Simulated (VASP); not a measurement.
Here is a VASP 6.6.1 calculation.

File INCAR:

```
SYSTEM = C
ALGO = Normal ; EDIFF = 1E-7
EDIFFG = -0.002 ; ENCUT = 600
GGA = PS ; GGA_COMPAT = .False.
IBRION = 2 ; ISIF = 3
ISMEAR = 0 ; LASPH = .True.
LCHARG = .False. ; LREAL = .False.
LWAVE = .False. ; NELM = 120
NELMIN = 4 ; NSW = 100
PREC = Accurate ; SIGMA = 0.02
```

KPOINTS

```
k-points
0
Gamma
  10 10 10
  0 0 0
```

Contents of POSCAR:

```
C
1.0
    0.0000000000      1.7835000000      1.7835000000
    1.7835000000      0.0000000000      1.7835000000
    1.7835000000      1.7835000000      0.0000000000
C
2
Direct
    0.0000000000      0.0000000000      0.0000000000
    0.2500000000      0.2500000000      0.2500000000
```

Potentials or basis: VASP PAW PBE potentials, release 64 (C).

Run with:

```bash
$ cat potpaw_PBE.64/C/POTCAR > POTCAR
$ mpirun -np 1 vasp_std > vasp.out
```

What does it give for the band gap on the k mesh?

4.06 eV, indirect (least direct gap 5.57 eV).

What does it give for the space group after relaxing (to 0.05 Å)?

Fd-3m (No. 227).

The path:
```csv
step,energy change (eV),largest force (eV/Å),pressure (GPa),volume (Å³)
1,0.0000,0.0000,-4.50,11.35
2,0.0010,0.0000,5.96,11.09
3,-0.0016,0.0000,-0.01,11.23
```

Caveat: the PAW data sets were made with another functional, which shifts forces and pressure a little. PBEsol gaps usually lie below the measured ones, often by a third to a half.
